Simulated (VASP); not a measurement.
Input of a VASP 6.6.1 run:

The input INCAR:

```
SYSTEM = AlCo
PREC     = Accurate       ! precision mode
ENCUT    = 520            ! plane-wave cutoff, eV
EDIFF    = 1E-7           ! SCF threshold, eV
ISMEAR   = -1             ! smearing method
SIGMA    = 0.1            ! smearing width, eV
LREAL    = .FALSE.        ! projectors in reciprocal space
LASPH    = .TRUE.         ! aspherical terms in the spheres
NELM     = 60             ! most SCF steps
ALGO     = Normal         ! electronic algorithm
ISIF     = 2              ! what is computed and relaxed
LWAVE    = .FALSE.        ! write WAVECAR
LCHARG   = .FALSE.        ! write CHGCAR
GGA      = PE             ! functional
NBANDS   = 13             ! bands
```

File KPOINTS:

```
Automatic mesh
0
G
  15 15 14
  0 0 0
```

The input POSCAR:

```
AlCo
1.0
    2.2003647418      0.0000000000      0.0000000000
   -1.1001823709      1.9055717640      0.0000000000
    0.0000000000      0.0000000000      3.2064284937
Co Al
1 1
Direct
    0.0000000000      0.0000000000      0.0000000000
    0.3333333333      0.6666666667      0.5000000000
```

Potentials or basis: VASP PAW PBE potentials, release 64 (Co, Al).

Command:

```console
$ cat potpaw_PBE.64/Co/POTCAR potpaw_PBE.64/Al/POTCAR > POTCAR
$ mpirun -np 1 vasp_std > vasp.out
```

Problem. What does it give for the band gap on the k mesh?

Solution. Zero (bands 6 and 7 overlap by 2.85 eV).

Problem. Estimate the pressure.

Solution. 341.9 GPa.

Stress tensor (GPa, compression positive):
```
341.43   0.00   0.00
  0.00 341.43   0.00
  0.00   0.00 342.84
```

Caveat: the cell stands under pressure; the run has no spin polarisation, though such a crystal can be magnetic. Spin polarisation is off, so any magnetic state and its effect on volume and gap are missing.
